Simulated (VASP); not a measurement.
Wanted: the native input for a VASP 6.6.1 run.

```
Task                   : single point
Functional             : PBE
Potentials or basis    : VASP PAW PBE potentials, release 64 (Cu)
Cutoff                 : 520 eV
k mesh                 : 8 × 8 × 8
Occupations            : gaussian, width 0.1 eV
Spin                   : no spin polarisation
Dipole correction      : no
Further INCAR settings : ALGO = Normal; EDIFF = 1e-07; NBANDS = 12
```

The structure of Cu lies in POSCAR:

```
Cu
1.0
    0.0000000000      1.8250000000      1.8250000000
    1.8250000000      0.0000000000      1.8250000000
    1.8250000000      1.8250000000      0.0000000000
Cu
1
Direct
    0.0000000000      0.0000000000      0.0000000000
```

The input as run:

INCAR

```
SYSTEM = Cu
ALGO = Normal
EDIFF = 1E-7
ENCUT = 520
GGA = PE
ISIF = 2
ISMEAR = 0
LASPH = .True.
LCHARG = .False.
LREAL = .False.
LWAVE = .False.
NBANDS = 12
NELM = 80
PREC = Accurate
SIGMA = 0.1
```

KPOINTS

```
k-points
0
Gamma
  8 8 8
  0 0 0
```

Potentials or basis: VASP PAW PBE potentials, release 64 (Cu).

Command:

```console
$ cat potpaw_PBE.64/Cu/POTCAR > POTCAR
$ mpirun -np 1 vasp_std > vasp.out
```

Results of the run:

| Property | Result |
| --- | --- |
| Pressure | -1.0 GPa |

Caveat: the k points lie up to 0.37 Å⁻¹ apart.

Run time: 2.5 s on 1 thread of Intel(R) Xeon(R) 6975P-C (Granite Rapids) (shared host), peak memory 0.12 GiB.
